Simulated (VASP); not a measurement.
Here is a VASP 6.6.1 calculation.

INCAR

```
SYSTEM = BN
  PREC = Accurate
  ENCUT = 600
  EDIFF = 1E-6
  ISMEAR = -1
  SIGMA = 0.05
  LREAL = .False.
  LASPH = .True.
  NELM = 120
  ALGO = Normal
  ISIF = 2
  LWAVE = .False.
  LCHARG = .True.
  LELF = .True.
  LVHAR = .True.
  NBANDS = 11
  GGA_COMPAT = .False.
```

Contents of KPOINTS:

```
regular mesh
0
Gamma
  15 15 15
  0 0 0
```

File POSCAR:

```
BN
1.0
    0.0000000000      1.4906141717      1.4906141717
    1.4906141717      0.0000000000      1.4906141717
    1.4906141717      1.4906141717      0.0000000000
B N
1 1
Direct
    0.0000000000      0.0000000000      0.0000000000
    0.5000000000      0.5000000000      0.5000000000
```

Potentials or basis: VASP PAW LDA potentials, release 64 (B, N).

Command:

```sh
$ cat potpaw_LDA.64/B/POTCAR potpaw_LDA.64/N/POTCAR > POTCAR
$ mpirun -np 1 vasp_std > vasp.out
```

(1) Estimate the pressure.

(2) Predict the band gap on the k mesh.

Results:

(1) 427.6 GPa.

(2) 5.54 eV, indirect (least direct gap 7.51 eV).
